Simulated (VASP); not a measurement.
The system is As.

```
As
1.0
     1.50835   -2.36381    0.00000
     1.50835    2.36381    0.00000
     0.00000    0.00000    2.13615
As
1
Direct
  0.50000 0.50000 0.00000
```

| Item | Value |
| --- | --- |
| Program | VASP 6.6.1 |
| Task | relaxation of cell and atoms |
| Functional | PBE |
| Potentials or basis | VASP PAW PBE potentials, release 64 (As) |
| Cutoff | 600 eV |
| k mesh | 6 × 6 × 8 |
| Occupations | gaussian, width 0.1 eV |
| Spin | no spin polarisation |

At the start: pressure 60.8 GPa; volume 15.23 Å³/atom.

**Question.** Where does the relaxation end?

**Answer.** Over 13 steps the energy falls by 1259.3 meV/atom and the volume is 19.85 Å³/atom (+30.3 %); space group Cmmm (No. 65, to 0.05 Å).

The path:
```
step  energy change (eV)  largest force (eV/Å)  pressure (GPa)  volume (Å³)
   1              0.0000                0.0000           60.83        15.23
   2             -0.6110                0.0000          -10.67        29.99
   3             -1.2341                0.0000           -3.00        21.00
   4             -1.2346                0.0000           -2.56        20.87
   5             -1.2345                0.0000           -2.10        20.75
   6             -1.2473                0.0000            0.57        19.94
   7             -1.2476                0.0000            0.13        20.06
   8             -1.2520                0.0000           -0.14        19.99
   9             -1.2561                0.0000            0.42        19.77
  10             -1.2588                0.0000            0.34        19.79
  11             -1.2592                0.0000            0.32        19.79
  12             -1.2593                0.0000            0.32        19.79
  13             -1.2593                0.0000            0.10        19.85
```

Final structure:
```
CELL_PARAMETERS angstrom
1.43568 -2.54666 0.00000
1.43568 2.54666 0.00000
0.00000 0.00000 2.71406
ATOMIC_POSITIONS crystal
As 0.50000 0.50000 0.00000
```

Caveat: the k points lie up to 0.42 Å⁻¹ apart in the final cell; the volume moved by over 15 % at a fixed basis, so the end points are rough.
